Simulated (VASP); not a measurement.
# GaO3 (Pm-3m) in VASP: further runs, part 2 of 2

VASP 6.6.1. The steps go on from the part before.

### Step 4. Single point, PBE, collinear spin, ferromagnetic start

This run uses another cell than the first one, of 14.78 Å³/atom, 1.065 times its volume.

The input, INCAR:

```
  PREC = Accurate
  ENCUT = 520
  EDIFF = 1E-6
  ISMEAR = 0
  SIGMA = 0.1
  LREAL = False
  LASPH = True
  NELM = 150
  ALGO = Normal
  ISIF = 2
  LWAVE = False
  LCHARG = False
  ISPIN = 2
  MAGMOM = 0 1 1 1
  LORBIT = 11
  GGA = PE
  NBANDS = 28
```

The input, KPOINTS:

```
regular mesh
0
Gamma
  4 4 4
```

The input, POSCAR:

```
GaO3
1.0
    3.8959090848      0.0000000000      0.0000000000
    0.0000000000      3.8959090848      0.0000000000
    0.0000000000      0.0000000000      3.8959090848
Ga O
1 3
Direct
    0.0000000000      0.0000000000      0.0000000000
    0.5000000000      0.0000000000      0.0000000000
    0.0000000000      0.5000000000      0.0000000000
    0.0000000000      0.0000000000      0.5000000000
```

Potentials or basis: VASP PAW PBE potentials, release 64 (Ga_d, O).

Run with:

```sh
$ cat potpaw_PBE.64/Ga_d/POTCAR potpaw_PBE.64/O/POTCAR > POTCAR
$ mpirun -np 1 vasp_std > vasp.out
```

OUTCAR:

```text
PREC = Accurate
   ENCUT = 520
   EDIFF = 1E-6
   ISMEAR = 0
   LREAL = False
   LASPH = True
   NELM = 150
   ISIF = 2
   ISPIN = 2
   LORBIT = 11
   GGA = PE

 ion  position               nearest neighbor table
   1  0.000  0.000  0.000-   2 1.95   3 1.95   4 1.95   4 1.95   3 1.95   2 1.95
   2  0.500  0.000  0.000-   1 1.95   1 1.95
   3  0.000  0.500  0.000-   1 1.95   1 1.95
   4  0.000  0.000  0.500-   1 1.95   1 1.95

  LATTYP: Found a simple cubic cell.
 ALAT       =     3.8959090848

[... 809 lines left out ...]
  energy-cutoff  :      520.00
  volume of cell :       59.13
      direct lattice vectors                 reciprocal lattice vectors
     3.895909085  0.000000000  0.000000000     0.256679501  0.000000000  0.000000000
     0.000000000  3.895909085  0.000000000     0.000000000  0.256679501  0.000000000
     0.000000000  0.000000000  3.895909085     0.000000000  0.000000000  0.256679501

 POSITION                                       TOTAL-FORCE (eV/Angst)
 -----------------------------------------------------------------------------------
      0.00000      0.00000      0.00000         0.000000      0.000000      0.000000
      1.94795      0.00000      0.00000         0.000000      0.000000      0.000000
      0.00000      1.94795      0.00000         0.000000      0.000000      0.000000
      0.00000      0.00000      1.94795         0.000000      0.000000      0.000000
 -----------------------------------------------------------------------------------
    total drift:                                0.000000      0.000000      0.000000

  FREE ENERGIE OF THE ION-ELECTRON SYSTEM (eV)
  ---------------------------------------------------
  free  energy   TOTEN  =       -18.3425185973 eV

  energy  without entropy=      -18.3140804559  energy(sigma->0) =      -18.32829953

 total charge

# of ion       s       p       d       tot
------------------------------------------
    1        0.638   0.743  10.300  11.681
    2        1.592   3.236   0.000   4.828
    3        1.592   3.236   0.000   4.828
    4        1.592   3.236   0.000   4.828
--------------------------------------------------
tot          5.414  10.450  10.300  26.165

 magnetization (x)

# of ion       s       p       d       tot
------------------------------------------
    1       -0.028  -0.038  -0.000  -0.067
    2        0.010   0.835   0.000   0.845
    3        0.010   0.835   0.000   0.845
    4        0.010   0.835   0.000   0.845
--------------------------------------------------
tot          0.002   2.466  -0.000   2.469
```

OSZICAR:

```text
N       E                     dE             d eps       ncg     rms          rms(c)
DAV:   1     0.281025674327E+03    0.28103E+03   -0.15153E+04  1292   0.155E+03
DAV:   2     0.158570221774E+02   -0.26517E+03   -0.24116E+03  1248   0.446E+02
DAV:   3    -0.181780742244E+02   -0.34035E+02   -0.32836E+02  1304   0.116E+02
DAV:   4    -0.192138008513E+02   -0.10357E+01   -0.10329E+01  1300   0.228E+01
DAV:   5    -0.192298979065E+02   -0.16097E-01   -0.16096E-01  1240   0.263E+00    0.655E+00
DAV:   6    -0.183520577774E+02    0.87784E+00   -0.20178E+00  1628   0.208E+01    0.232E+00
DAV:   7    -0.183416290957E+02    0.10429E-01   -0.28704E-01  1156   0.392E+00    0.137E+00
DAV:   8    -0.183310677951E+02    0.10561E-01   -0.28712E-02  1324   0.165E+00    0.576E-01
DAV:   9    -0.183390125101E+02   -0.79447E-02   -0.70763E-03  1288   0.912E-01    0.208E-01
DAV:  10    -0.183421892739E+02   -0.31768E-02   -0.76456E-04  1320   0.315E-01    0.759E-02
DAV:  11    -0.183424657974E+02   -0.27652E-03   -0.11039E-04  1252   0.131E-01    0.335E-02
DAV:  12    -0.183425120856E+02   -0.46288E-04   -0.43301E-05  1172   0.473E-02    0.903E-03
DAV:  13    -0.183425176514E+02   -0.55658E-05   -0.86037E-06  1184   0.374E-02    0.461E-03
DAV:  14    -0.183425185973E+02   -0.94591E-06   -0.22569E-06   984   0.960E-03
   1 F= -.18342519E+02 E0= -.18328300E+02  d E =-.284381E-01  mag=     3.0000
```

It took 28 s on 1 thread of Intel Xeon Platinum 8488C (Sapphire Rapids), shared host; peak memory 0.19 GiB.

What came out:

| Item | Value |
| --- | --- |
| Free energy | -18.3425 eV |
| Pressure | 0.6 GPa |
| Band gap on the k mesh | zero (filled and empty bands overlap) |
| Net moment | 3.00 μB per cell |
| Site moments | Ga -0.07; O +0.84 μB |
| Valence electrons inside the program's atomic spheres | Ga 11.68; O 4.83 |

Caveat: the k points lie up to 0.40 Å⁻¹ apart.

### Step 5. Relaxation of cell and atoms, PBE, collinear spin, ferromagnetic start

The input, INCAR:

```
SYSTEM = GaO3
  PREC = Accurate
  ENCUT = 600
  EDIFF = 1E-7
  ISMEAR = 0
  SIGMA = 0.1
  LREAL = .FALSE.
  LASPH = .TRUE.
  NELM = 150
  ALGO = Normal
  ISIF = 3
  LWAVE = .FALSE.
  LCHARG = .FALSE.
  ISPIN = 2
  MAGMOM = 0 1 1 1
  LORBIT = 11
  GGA = PE
  IBRION = 2
  NSW = 90
  EDIFFG = -0.04
```

The input, KPOINTS:

```
regular mesh
0
G
  4 4 4
  0 0 0
```

The input, POSCAR:

```
GaO3
1.0
    3.8152974700      0.0000000000      0.0000000000
    0.0000000000      3.8152974700      0.0000000000
    0.0000000000      0.0000000000      3.8152974700
Ga O
1 3
Direct
    0.0000000000      0.0000000000      0.0000000000
    0.5000000000      0.0000000000      0.0000000000
    0.0000000000      0.5000000000      0.0000000000
    0.0000000000      0.0000000000      0.5000000000
```

Potentials or basis: VASP PAW PBE potentials, release 64 (Ga_d, O).

Run with:

```sh
$ cat potpaw_PBE.64/Ga_d/POTCAR potpaw_PBE.64/O/POTCAR > POTCAR
$ mpirun -np 1 vasp_std > vasp.out
```

OUTCAR:

```text
SYSTEM = GaO3
   PREC = Accurate
   ENCUT = 600
   EDIFF = 1E-7
   ISMEAR = 0
   LREAL = .FALSE.
   LASPH = .TRUE.
   NELM = 150
   ISIF = 3
   ISPIN = 2
   LORBIT = 11
   GGA = PE
   IBRION = 2
   NSW = 90
   EDIFFG = -0.04

 ion  position               nearest neighbor table
   1  0.000  0.000  0.000-   2 1.91   3 1.91   4 1.91   4 1.91   3 1.91   2 1.91
   2  0.500  0.000  0.000-   1 1.91   1 1.91
   3  0.000  0.500  0.000-   1 1.91   1 1.91
   4  0.000  0.000  0.500-   1 1.91   1 1.91

  LATTYP: Found a simple cubic cell.
 ALAT       =     3.8152974700

  Lattice vectors:

 A1 = (   3.8152974700,   0.0000000000,   0.0000000000)
 A2 = (   0.0000000000,   3.8152974700,   0.0000000000)
 A3 = (   0.0000000000,   0.0000000000,   3.8152974700)

Analysis of symmetry for initial positions (statically):
=====================================================================
 Subroutine PRICEL returns:
 Original cell was already a primitive cell.
[... 270 lines left out ...]
  band No.  band energies     occupation
      1     -19.6535      1.00000
      2     -18.3322      1.00000
      3     -18.3322      1.00000
      4     -13.1508      1.00000
      5     -13.1508      1.00000
      6     -13.1508      1.00000
[... 229 lines left out ...]
     20       9.2876      0.00000
     21       9.2876      0.00000
 Fermi energy:        -0.8683385947

 spin component 2

 k-point     1 :       0.0000    0.0000    0.0000
  band No.  band energies     occupation
      1     -18.2710      1.00000
      2     -16.9389      1.00000
      3     -16.9389      1.00000
      4     -13.1636      1.00000
      5     -13.1636      1.00000
      6     -13.1636      1.00000
[... 260 lines left out ...]
  FREE ENERGIE OF THE ION-ELECTRON SYSTEM (eV)
  ---------------------------------------------------
  free  energy   TOTEN  =       -18.3406196790 eV

  energy  without entropy=      -18.3121832116  energy(sigma->0) =      -18.32640145

 reached required accuracy - stopping structural energy minimisation

 total charge

# of ion       s       p       d       tot
------------------------------------------
    1        0.637   0.735  10.294  11.666
    2        1.589   3.234   0.000   4.823
    3        1.589   3.234   0.000   4.823
    4        1.589   3.234   0.000   4.823
--------------------------------------------------
tot          5.404  10.438  10.294  26.135

 magnetization (x)

# of ion       s       p       d       tot
------------------------------------------
    1       -0.028  -0.038  -0.001  -0.067
    2        0.010   0.835   0.000   0.845
    3        0.010   0.835   0.000   0.845
    4        0.010   0.835   0.000   0.845
--------------------------------------------------
tot          0.003   2.466  -0.001   2.468
```

OSZICAR:

```text
N       E                     dE             d eps       ncg     rms          rms(c)
DAV:   1     0.330271910346E+03    0.33027E+03   -0.17535E+04   895   0.229E+03
DAV:   2     0.160806096540E+02   -0.31419E+03   -0.29842E+03  1080   0.560E+02
[... 34 lines left out ...]
DAV:   5    -0.183406244642E+02    0.16117E-03   -0.23723E-04  1228   0.215E-01    0.226E-02
DAV:   6    -0.183406195876E+02    0.48766E-05   -0.36786E-05   860   0.631E-02    0.688E-03
DAV:   7    -0.183406187880E+02    0.79953E-06   -0.24989E-06   974   0.191E-02    0.281E-03
DAV:   8    -0.183406193690E+02   -0.58097E-06   -0.34669E-07   830   0.702E-03    0.151E-03
DAV:   9    -0.183406197108E+02   -0.34181E-06   -0.14565E-07   630   0.479E-03    0.621E-04
DAV:  10    -0.183406196790E+02    0.31817E-07   -0.39030E-08   550   0.187E-03
   3 F= -.18340620E+02 E0= -.18326401E+02  d E =-.833676E-01  mag=     3.0000
```

Wall time 68 s (1 thread of Intel Xeon Platinum 8488C (Sapphire Rapids), shared host); peak memory 0.19 GiB.

What came out:

| Item | Value |
| --- | --- |
| Free energy | -18.3406 eV |
| Relaxed volume | 14.88 Å³/atom |
| Relaxed cell | a = 3.905 Å, b = 3.905 Å, c = 3.905 Å, α = 90.00°, β = 90.00°, γ = 90.00° |
| Space group after relaxing (to 0.05 Å) | Pm-3m (No. 221) |
| Energy gained by relaxing | 20.8 meV/atom |
| Ionic steps | 3 |
| Pressure after relaxing | 0.0 GPa |
| Band gap on the k mesh | zero (filled and empty bands overlap) |
| Net moment | 3.00 μB per cell |
| Site moments | Ga -0.07; O +0.84 μB |
| Valence electrons inside the program's atomic spheres | Ga 11.67; O 4.82 |

The path:
```
step  energy change (eV)  largest force (eV/Å)  pressure (GPa)  volume (Å³)
   1              0.0000                0.0000            6.80        55.54
   2             -0.0794                0.0000           -1.37        60.41
   3             -0.0834                0.0000           -0.05        59.53
```

Final structure:
```yaml
crystal:
  lattice:
    - [3.90460, 0.00000, 0.00000]
    - [0.00000, 3.90460, 0.00000]
    - [0.00000, 0.00000, 3.90460]
  atoms:
    - { symbol: Ga, position: [0.00000, 0.00000, 0.00000] }
    - { symbol: O, position: [0.50000, 0.00000, 0.00000] }
    - { symbol: O, position: [0.00000, 0.50000, 0.00000] }
    - { symbol: O, position: [0.00000, 0.00000, 0.50000] }
```

Levels at points of the mesh, in eV from the Fermi level:
Spin up:
```tsv
k point	band 15	band 16	band 17	band 18	band 19	band 20
(0.00, 0.00, 0.00)	-1.48	-1.48	-1.48	3.53	7.92	14.58
(0.50, 0.00, 0.00)	-1.94	-1.57	-1.57	6.73	9.42	11.84
(0.50, 0.50, 0.00)	-2.02	-1.06	-0.93	9.03	10.64	10.71
(0.50, 0.50, 0.50)	-0.93	-0.93	-0.93	9.96	10.16	10.16
```
Spin down:
```csv
k point,band 12,band 13,band 14,band 15,band 16,band 17
"(0.00, 0.00, 0.00)",0.22,0.22,0.22,0.23,0.23,0.23
"(0.50, 0.00, 0.00)",-1.21,-0.20,-0.20,-0.03,0.25,0.25
"(0.50, 0.50, 0.00)",-0.60,-0.60,-0.19,-0.15,-0.15,1.17
"(0.50, 0.50, 0.50)",-1.70,-0.18,-0.18,1.18,1.18,1.18
```

Caveat: the k points lie up to 0.40 Å⁻¹ apart in the final cell.

### Step 6. Single point, PBE, collinear spin, ferromagnetic start

This run uses another cell than the first one, of 14.81 Å³/atom, 1.067 times its volume.

The input, INCAR:

```
SYSTEM = GaO3
PREC = Accurate ; ENCUT = 520
EDIFF = 1E-6 ; ISMEAR = 0
SIGMA = 0.1 ; LREAL = .FALSE.
LASPH = .TRUE. ; NELM = 150
ALGO = Normal ; ISIF = 2
LWAVE = .FALSE. ; LCHARG = .FALSE.
ISPIN = 2 ; MAGMOM = 0 0.98 0.98 0.98
LORBIT = 11 ; GGA = PE
NBANDS = 28
```

The input, KPOINTS:

```
regular mesh
0
G
  12 12 12
  0 0 0
```

The input, POSCAR:

```
GaO3
1.0
    3.8984890011      0.0000000000      0.0000000000
    0.0000000000      3.8984890011      0.0000000000
    0.0000000000      0.0000000000      3.8984890011
Ga O
1 3
Direct
    0.0000000000      0.0000000000      0.0000000000
    0.5000000000      0.0000000000      0.0000000000
    0.0000000000      0.5000000000      0.0000000000
    0.0000000000      0.0000000000      0.5000000000
```

Potentials or basis: VASP PAW PBE potentials, release 64 (Ga_d, O).

Run with:

```sh
$ cat potpaw_PBE.64/Ga_d/POTCAR potpaw_PBE.64/O/POTCAR > POTCAR
$ mpirun -np 1 vasp_std > vasp.out
```

OUTCAR:

```text
SYSTEM = GaO3
   PREC = Accurate
   ENCUT = 520
   EDIFF = 1E-6
   ISMEAR = 0
   LREAL = .FALSE.
   LASPH = .TRUE.
   NELM = 150
   ISIF = 2
   ISPIN = 2
   LORBIT = 11
   GGA = PE

 ion  position               nearest neighbor table
   1  0.000  0.000  0.000-   2 1.95   3 1.95   4 1.95   4 1.95   3 1.95   2 1.95
   2  0.500  0.000  0.000-   1 1.95   1 1.95
   3  0.000  0.500  0.000-   1 1.95   1 1.95
   4  0.000  0.000  0.500-   1 1.95   1 1.95

  LATTYP: Found a simple cubic cell.
 ALAT       =     3.8984890011

  Lattice vectors:

 A1 = (   3.8984890011,   0.0000000000,   0.0000000000)
 A2 = (   0.0000000000,   3.8984890011,   0.0000000000)
 A3 = (   0.0000000000,   0.0000000000,   3.8984890011)

Analysis of symmetry for initial positions (statically):
=====================================================================
[... 1666 lines left out ...]

 POSITION                                       TOTAL-FORCE (eV/Angst)
 -----------------------------------------------------------------------------------
      0.00000      0.00000      0.00000         0.000000      0.000000      0.000000
      1.94924      0.00000      0.00000         0.000000      0.000000      0.000000
      0.00000      1.94924      0.00000         0.000000      0.000000      0.000000
      0.00000      0.00000      1.94924         0.000000      0.000000      0.000000
 -----------------------------------------------------------------------------------
    total drift:                                0.000000      0.000000      0.000000

  FREE ENERGIE OF THE ION-ELECTRON SYSTEM (eV)
  ---------------------------------------------------
  free  energy   TOTEN  =       -18.3778943043 eV

  energy  without entropy=      -18.3628720711  energy(sigma->0) =      -18.37038319

 total charge

# of ion       s       p       d       tot
------------------------------------------
    1        0.637   0.741  10.299  11.677
    2        1.592   3.235   0.000   4.827
    3        1.592   3.235   0.000   4.827
    4        1.592   3.235   0.000   4.827
--------------------------------------------------
tot          5.412  10.446  10.299  26.157

 magnetization (x)

# of ion       s       p       d       tot
------------------------------------------
    1       -0.027  -0.038  -0.001  -0.067
    2        0.011   0.835   0.000   0.846
    3        0.011   0.835   0.000   0.846
    4        0.011   0.835   0.000   0.846
--------------------------------------------------
tot          0.004   2.467  -0.001   2.470
```

Run time: 2.9 min. Hardware: 1 thread of Intel Xeon Platinum 8488C (Sapphire Rapids), shared host; peak memory 0.32 GiB.

Results:

```yaml
Free_energy: -18.3779 eV
Pressure: 0.3 GPa
Band_gap_on_the_k_mesh: zero (filled and empty bands overlap)
Net_moment: 3.00 μB per cell
Site_moments: Ga -0.07; O +0.85 μB
Valence_electrons_inside_the_program's_atomic_spheres: Ga 11.68; O 4.83
```

### Step 7. Overview

```csv
task,spin,cell,k mesh,cutoff (eV),gap on the mesh (eV),pressure (GPa),moment (μB)
single point,off,"a = 3.815 Å, 4 atoms",4 × 4 × 4,520,none,4.1,-
single point,"collinear, ferromagnetic start","a = 3.815 Å, 4 atoms",4 × 4 × 4,520,none,6.9,3.00
single point,"collinear, ferromagnetic start","a = 3.896 Å, 4 atoms",4 × 4 × 4,520,none,0.6,3.00
relaxation of cell and atoms,"collinear, ferromagnetic start","relaxed from a = 3.815 Å, 4 atoms",4 × 4 × 4,600,none,0.0,3.00
single point,"collinear, ferromagnetic start","a = 3.898 Å, 4 atoms",12 × 12 × 12,520,none,0.3,3.00
```

Alike in all rows: level PBE; potentials or basis VASP PAW PBE potentials, release 64 (Ga_d, O); smearing gaussian 0.1 eV.

Caveats: some runs use coarse meshes; an odd number of electrons without spin polarisation forces a metal (some runs); a magnetic or distorted state may lie lower (some runs).

Absolute energies hang on the potentials; compare differences alone.
